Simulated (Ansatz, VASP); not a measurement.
# One calculation of W, two programs

The input INCAR:

```
PREC = Accurate
ENCUT = 520
EDIFF = 1E-8
ISMEAR = -1
SIGMA = 0.08
LREAL = F
LASPH = T
NELM = 100
ALGO = Normal
ISIF = 2
LWAVE = F
LCHARG = F
GGA = PE
LEFG = T
NBANDS = 13
```

KPOINTS

```
Automatic mesh
0
Gamma
  14 14 14
```

Contents of POSCAR:

```
W
1.0
   -1.5973000000      1.5973000000      1.5973000000
    1.5973000000     -1.5973000000      1.5973000000
    1.5973000000      1.5973000000     -1.5973000000
W
1
Direct
    0.0000000000      0.0000000000      0.0000000000
```

Input for Ansatz:

```yaml
crystal:
  lattice:
    - [-1.5973, 1.5973, 1.5973]
    - [1.5973, -1.5973, 1.5973]
    - [1.5973, 1.5973, -1.5973]
  atoms:
    - { symbol: W, position: [0.0, 0.0, 0.0] }
kpoints:
  mp_grid: { grid: [14, 14, 14] }
  band_path:
    path:
      - [0.0, 0.0, 0.0]
      - [0.5, -0.5, 0.5]
      - [0.0, 0.0, 0.5]
      - [0.0, 0.0, 0.0]
      - [0.25, 0.25, 0.25]
      - [0.5, -0.5, 0.5]
      - [0.25, 0.25, 0.25]
      - [0.0, 0.0, 0.5]
    npoints: 8
scf:
  occupations: { method: fermi_dirac, width: 0.08 }
hamiltonian:
  xc: pbe
  pseudopotentials: { kind: all_electron, datasets: crystal }
output:
  forces: true
  stress: true
  eigenvalues: true
  efg: { contact_densities: true }
```

Alike in both runs: task electric field gradients; functional PBE; k mesh 14 × 14 × 14; occupations fermi-dirac, width 0.08 eV; no spin polarisation.

|  | VASP | Ansatz |
| --- | --- | --- |
| version | VASP 6.6.1 | Ansatz 0.2.0 |
| potentials or method | VASP PAW PBE potentials, release 64 (W_sv), cutoff 520 eV | all-electron PAW with datasets made for the crystal, scalar-relativistic |

|  | VASP | Ansatz | Ansatz less VASP |
| --- | --- | --- | --- |
| pressure (GPa) | -2.3 | -2.7 | -0.37 |

Ansatz ran all-electron here, and VASP with PAW potentials.

Spin-orbit coupling is off throughout.
